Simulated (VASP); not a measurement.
# Al48N49 (a cell with a defect) in VASP: a series of runs, part 2 of 2

VASP 6.6.1.

## Step 3: Single point, PBEsol

Input file INCAR:

```
  PREC = Accurate
  ENCUT = 520
  EDIFF = 1E-6
  ISMEAR = -1
  SIGMA = 0.05
  LREAL = Auto
  LASPH = True
  NELM = 120
  ALGO = Normal
  ISIF = 2
  LWAVE = False
  LCHARG = False
  GGA = PS
  NBANDS = 248
  NELECT = 392.0
  ISYM = -1
  GGA_COMPAT = False
```

Input file KPOINTS:

```
explicit points
1
Reciprocal
  0.25000000   0.25000000   0.25000000 1
```

Input file POSCAR:

```
Al48N49
1.0
    9.3414480000      0.0000000000      0.0000000000
    0.0000000000     10.7865750000      0.0000000000
    0.0000000000      0.0000000000      9.9670570000
Al N
48 49
Direct
    0.1705460000      0.0856150000      0.2544690000
    0.1640880000      0.0811070000      0.7518490000
    0.0027390000      0.3352150000      0.2512750000
    0.0031490000      0.3333380000      0.7461140000
    0.5002770000      0.0798490000      0.2453510000
    0.5013190000      0.0831650000      0.7483590000
    0.3339300000      0.3350340000      0.2443420000
    0.3377840000      0.3304650000      0.7461690000
    0.1675710000      0.5838120000      0.2502170000
    0.1698390000      0.5829660000      0.7460580000
    0.0004580000      0.8350790000      0.2509330000
    0.0006860000      0.8325150000      0.7509650000
    0.8318690000      0.0859000000      0.2541630000
    0.8372720000      0.0835680000      0.7519390000
    0.6688070000      0.3351230000      0.2444270000
    0.6682210000      0.3318010000      0.7483850000
    0.4964410000      0.5798740000      0.2549550000
    0.5024150000      0.5859280000      0.7468350000
    0.3337400000      0.8317040000      0.2522400000
    0.3336610000      0.8330770000      0.7466090000
    0.8336830000      0.5838030000      0.2486150000
    0.8362590000      0.5821360000      0.7499950000
    0.6668170000      0.8301440000      0.2513400000
    0.6692790000      0.8357550000      0.7499760000
    0.0011560000      0.1702370000      0.4984600000
    0.0018130000      0.1669760000      0.0029600000
    0.3504680000      0.1693870000      0.5055340000
    0.3341100000      0.1655830000      0.9958110000
    0.1686240000      0.4200640000      0.4939800000
    0.1683590000      0.4172520000      0.9959280000
    0.9984350000      0.6717270000      0.4997950000
    0.0018770000      0.6661920000      0.9997710000
    0.6448970000      0.1752480000      0.5043590000
    0.6686210000      0.1659410000      0.9975810000
    0.4915610000      0.3743190000      0.5079590000
    0.5025560000      0.4173520000      0.9923680000
    0.3311220000      0.6625840000      0.4946260000
    0.3345100000      0.6670100000      0.9989130000
    0.1649670000      0.9201120000      0.5003080000
    0.1675890000      0.9164720000      0.0016210000
    0.8334580000      0.4189880000      0.4966010000
    0.8368700000      0.4163520000      0.9975510000
    0.6842940000      0.6783980000      0.5056100000
    0.6686530000      0.6664540000      0.9986190000
    0.4989850000      0.9083930000      0.4957970000
    0.5007630000      0.9149170000      0.9980910000
    0.8352240000      0.9266710000      0.5004990000
    0.8349890000      0.9170860000      0.0022790000
    0.0012240000      0.1678150000      0.1933860000
    0.0012810000      0.1669810000      0.6905780000
    0.3350100000      0.1653420000      0.1846730000
    0.3294240000      0.1604920000      0.7001680000
    0.1659390000      0.4193430000      0.1843250000
    0.1702560000      0.4166460000      0.6876850000
    0.0005450000      0.6686150000      0.1894990000
    0.0012900000      0.6669970000      0.6911100000
    0.6671040000      0.1661290000      0.1873110000
    0.6718620000      0.1632160000      0.6982660000
    0.5030710000      0.4151340000      0.1800200000
    0.5042790000      0.4200670000      0.7007550000
    0.3313610000      0.6673410000      0.1873560000
    0.3347160000      0.6671490000      0.6879250000
    0.1674990000      0.9177100000      0.1915080000
    0.1653240000      0.9153270000      0.6919620000
    0.8380140000      0.4180070000      0.1862140000
    0.8353700000      0.4167420000      0.6890950000
    0.6691580000      0.6648930000      0.1861320000
    0.6729790000      0.6691640000      0.6940910000
    0.5006520000      0.9121050000      0.1868060000
    0.5014590000      0.9151200000      0.6890810000
    0.8334240000      0.9180000000      0.1919290000
    0.8365570000      0.9177880000      0.6922790000
    0.1675730000      0.0842310000      0.4443180000
    0.1649660000      0.0817780000      0.9426000000
    0.9992030000      0.3369180000      0.4411980000
    0.0025910000      0.3323220000      0.9373950000
    0.4994540000      0.0681860000      0.4306560000
    0.5020680000      0.0813720000      0.9399350000
    0.3085250000      0.3202690000      0.4254440000
    0.3339760000      0.3327740000      0.9378720000
    0.1549090000      0.5879970000      0.4389220000
    0.1679800000      0.5840630000      0.9369480000
    0.9979050000      0.8378670000      0.4414070000
    0.0008270000      0.8328660000      0.9416630000
    0.8297490000      0.0912110000      0.4437810000
    0.8373550000      0.0826560000      0.9430210000
    0.6768110000      0.3379230000      0.4298700000
    0.6713980000      0.3325370000      0.9391130000
    0.4338510000      0.5221360000      0.4303380000
    0.5014070000      0.5865760000      0.9383960000
    0.3244040000      0.8345350000      0.4416240000
    0.3331950000      0.8335030000      0.9380170000
    0.8367900000      0.5862240000      0.4400850000
    0.8361890000      0.5829230000      0.9391770000
    0.6763890000      0.8411940000      0.4411470000
    0.6693300000      0.8341000000      0.9399630000
    0.5179080000      0.6441930000      0.4299570000
```

Potentials or basis: VASP PAW PBE potentials, release 64 (Al, N).

Run with:

```
> cat potpaw_PBE.64/Al/POTCAR potpaw_PBE.64/N/POTCAR > POTCAR
> mpirun -np 1 vasp_std > vasp.out
```

Run time: 10 min. Hardware: 1 thread of Intel Xeon Platinum 8259CL at 2.50GHz (Skylake/Cascade Lake), shared host; peak memory 0.9 GiB.

Results (log left out):

```yaml
Free_energy: -726.2274 eV
Largest_force: 0.077 eV/Å
```

Forces on the atoms (eV/Å):
```
Al  -0.004 -0.003 -0.004
Al  -0.002  0.003  0.008
Al  -0.003  0.004  0.005
Al   0.003  0.004 -0.010
Al  -0.001  0.000 -0.009
Al  -0.003  0.013 -0.008
Al  -0.005 -0.003 -0.011
Al  -0.002 -0.004 -0.012
Al   0.001 -0.002  0.000
Al   0.000 -0.002 -0.004
Al   0.003  0.003 -0.002
Al  -0.002  0.003  0.000
Al   0.005  0.002 -0.005
Al   0.006  0.003  0.007
Al   0.006 -0.001 -0.007
Al   0.002 -0.008 -0.010
Al   0.009  0.002 -0.017
Al  -0.002  0.003  0.000
Al  -0.002  0.008  0.001
Al  -0.001  0.001 -0.002
Al  -0.001 -0.007 -0.004
Al   0.009  0.000  0.003
Al   0.004  0.004 -0.001
Al   0.000  0.003  0.003
Al  -0.003  0.016  0.004
Al  -0.001 -0.002  0.001
Al   0.003  0.001  0.009
Al  -0.008 -0.005 -0.013
Al   0.004  0.008  0.005
Al  -0.002  0.000 -0.009
Al   0.011  0.007  0.010
Al  -0.005 -0.006 -0.002
Al   0.003  0.002  0.011
Al   0.005 -0.006 -0.008
Al   0.000 -0.009  0.003
Al  -0.002  0.006 -0.008
Al  -0.013  0.011  0.002
Al  -0.001 -0.009 -0.004
Al   0.002  0.000  0.006
Al   0.006  0.003  0.005
Al   0.007 -0.005 -0.002
Al   0.005 -0.001 -0.004
Al   0.010  0.006 -0.001
Al  -0.001 -0.006 -0.007
Al   0.001 -0.006  0.003
Al  -0.004  0.004  0.002
Al   0.003 -0.005  0.011
Al  -0.003  0.002  0.005
N   -0.001 -0.002  0.003
N   -0.002 -0.007 -0.003
N    0.003  0.001  0.001
N    0.000  0.000 -0.005
N    0.003  0.003  0.001
N    0.001  0.001 -0.005
N   -0.003  0.001  0.006
N   -0.003  0.002 -0.010
N   -0.004  0.003  0.003
N    0.004  0.000  0.000
N   -0.006  0.003  0.009
N    0.001 -0.003 -0.007
N    0.004 -0.005  0.003
N    0.000  0.002 -0.006
N    0.000 -0.002  0.006
N   -0.002  0.001 -0.005
N   -0.003  0.002  0.006
N    0.000  0.003 -0.002
N   -0.006  0.002  0.012
N    0.000  0.002 -0.010
N    0.000 -0.001  0.005
N    0.001 -0.002 -0.005
N   -0.001  0.000  0.005
N    0.000 -0.004 -0.011
N    0.002 -0.002  0.002
N    0.001 -0.002  0.002
N   -0.006 -0.001  0.003
N   -0.001  0.000  0.000
N   -0.003  0.003  0.000
N    0.001  0.001  0.002
N    0.000  0.001  0.004
N    0.004  0.000  0.000
N    0.009 -0.005  0.001
N   -0.001  0.004 -0.001
N   -0.005 -0.004  0.010
N   -0.001 -0.002  0.000
N   -0.005  0.007  0.002
N    0.000 -0.002  0.001
N   -0.004  0.005  0.001
N   -0.004 -0.001  0.002
N   -0.035 -0.068  0.009
N    0.001  0.000  0.001
N    0.005 -0.006  0.007
N   -0.002 -0.002  0.000
N   -0.003  0.004  0.007
N   -0.001  0.005  0.001
N    0.000 -0.010  0.006
N    0.004 -0.001  0.002
N    0.021  0.046  0.009
```

Levels at points of the mesh, in eV from the Fermi level:
```
           k point  band 192  band 193  band 194  band 195  band 196  band 197  band 198  band 199  band 200  band 201
(0.25, 0.25, 0.25)     -4.59     -4.09     -3.16     -2.94     -0.40      0.41      0.51      0.63      0.70      0.80
```

Caveat: the cell carries a net charge on a neutralising background, which shifts energy and pressure; the cell is charged against a uniform background, so pressure and absolute levels hang on convention; the PAW data sets were made with another functional, which shifts forces and pressure a little.
